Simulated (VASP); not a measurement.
Runs of VASP 6.6.1 on GaP2. The structure is that of space group P4/mmm (No. 123), or close to it. The cells are those of the table. 

```tsv
task	cell	k mesh	cutoff (eV)	gap on the mesh (eV)	pressure (GPa)	largest force (eV/Å)
single point	a = 3.379, b = 3.379, c = 4.910 Å, 3 atoms	14 × 14 × 10	520	none	-0.1	0.06
single point	a = 3.001, b = 3.001, c = 5.717 Å, 3 atoms	6 × 6 × 4	520	none	(a)	0.63
single point	a = 3.401, b = 3.401, c = 4.972 Å, 3 atoms	6 × 6 × 4	520	none	-0.1	0.06
relaxation of cell and atoms	relaxed from a = 3.001, b = 3.001, c = 5.717 Å, 3 atoms	6 × 6 × 4	600	none	0.0	0.02
```

Alike in all rows: level PBE; potentials or basis VASP PAW PBE potentials, release 64 (Ga_d, P); no spin polarisation; smearing gaussian 0.1 eV.

Task: Fill in the values left out.

Result: (a) 4.4.

A k mesh can miss the band edges, and the runs leave out spin-orbit coupling on Ga.

A gap of «none» marks levels without a gap at the run's occupations.
